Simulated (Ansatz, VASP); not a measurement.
This is a calculation of Zr for Ansatz 0.2.0.

input.yaml

```yaml
crystal:
  lattice:
    - [3.232, 0.0, 0.0]
    - [-1.616, 2.798994105, 0.0]
    - [0.0, 0.0, 5.147]
  atoms:
    - { symbol: Zr, position: [0.6666666667, 0.3333333333, 0.75] }
    - { symbol: Zr, position: [0.3333333333, 0.6666666667, 0.25] }
kpoints:
  mp_grid: { grid: [9, 9, 5] }
scf:
  occupations: { method: fermi_dirac, width: 0.05 }
hamiltonian:
  xc: pbe
  pseudopotentials: { kind: all_electron, lapw: { basis_error: 0.001 } }
output:
  forces: true
  stress: true
relax:
  f_tol: 0.01
  max_steps: 60
  cell: {}
```

Potentials or basis: all-electron LAPW, scalar-relativistic.

Run with:

```bash
$ ansatz run input.yaml --threads 1 --pin off --max-ram 3072MiB --backend cpu --events-out ev --progress --plain --runs-dir out
```

Problem. Translate it to VASP 6.6.1. Potentials there: VASP PAW PBE potentials, release 64 (Zr_sv).

Solution. As run (the cutoff follows the program's own potentials):

File INCAR:

```
SYSTEM = Zr
ALGO     = Normal         ! electronic algorithm
EDIFF    = 1E-6           ! SCF threshold, eV
EDIFFG   = -0.01          ! ionic threshold
ENCUT    = 600            ! plane-wave cutoff, eV
GGA      = PE             ! functional
IBRION   = 2              ! ionic algorithm
ISIF     = 3              ! what is computed and relaxed
ISMEAR   = -1             ! smearing method
LASPH    = .TRUE.         ! aspherical terms in the spheres
LCHARG   = .FALSE.        ! write CHGCAR
LREAL    = .FALSE.        ! projectors in reciprocal space
LWAVE    = .FALSE.        ! write WAVECAR
NELM     = 100            ! most SCF steps
NSW      = 80             ! ionic steps
PREC     = Accurate       ! precision mode
SIGMA    = 0.05           ! smearing width, eV
```

The input KPOINTS:

```
k-points
0
G
  9 9 5
  0 0 0
```

Contents of POSCAR:

```
Zr
1.0
    3.2320000000      0.0000000000      0.0000000000
   -1.6160000000      2.7989941050      0.0000000000
    0.0000000000      0.0000000000      5.1470000000
Zr
2
Direct
    0.6666666667      0.3333333333      0.7500000000
    0.3333333333      0.6666666667      0.2500000000
```

Potentials or basis: VASP PAW PBE potentials, release 64 (Zr_sv).

The run is started by

```console
$ cat potpaw_PBE.64/Zr_sv/POTCAR > POTCAR
$ mpirun -np 1 vasp_std > vasp.out
```

Both were run:

|  | VASP | Ansatz | Ansatz less VASP |
| --- | --- | --- | --- |
| relaxed volume (Å³/atom) | 23.40 | 23.39 | -0.005 |
| relaxed cell length with the largest relative difference (Å) | 5.181 | 5.183 | +0.0019 |

Ansatz ran all-electron here, and VASP with PAW potentials.
